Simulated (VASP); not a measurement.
A run of VASP 6.6.1:

INCAR

```
SYSTEM = Br
PREC     = Accurate       ! precision mode
ENCUT    = 600            ! plane-wave cutoff, eV
EDIFF    = 1E-6           ! SCF threshold, eV
ISMEAR   = 0              ! smearing method
SIGMA    = 0.1            ! smearing width, eV
LREAL    = .False.        ! projectors in reciprocal space
LASPH    = .True.         ! aspherical terms in the spheres
NELM     = 100            ! most SCF steps
ALGO     = Normal         ! electronic algorithm
ISIF     = 3              ! what is computed and relaxed
LWAVE    = .False.        ! write WAVECAR
LCHARG   = .False.        ! write CHGCAR
GGA      = PE             ! functional
IBRION   = 2              ! ionic algorithm
NSW      = 100            ! ionic steps
EDIFFG   = -0.005         ! ionic threshold
```

KPOINTS

```
regular mesh
0
Gamma
  20 20 20
  0 0 0
```

The input POSCAR:

```
Br
1.0
   -1.3085838395      1.7011216392      4.4383314477
    1.3085838395     -1.7011216392      4.4383314477
    1.3085838395      1.7011216392     -4.4383314477
Br
1
Direct
    0.0000000000      0.0000000000      0.0000000000
```

Potentials or basis: VASP PAW PBE potentials, release 64 (Br).

Command:

```bash
$ cat potpaw_PBE.64/Br/POTCAR > POTCAR
$ mpirun -np 1 vasp_std > vasp.out
```

Hardware: 1 thread of Intel(R) Xeon(R) Platinum 8259CL CPU @ 2.50GHz (Skylake/Cascade Lake), on a shared host.

How long does it take, and how much memory?

It took 7.2 min on 1 thread of Intel(R) Xeon(R) Platinum 8259CL CPU @ 2.50GHz (Skylake/Cascade Lake), with other jobs on the host, peak memory 0.58 GiB. Counts: scf iterations 11, k points 1166, ion steps 1.
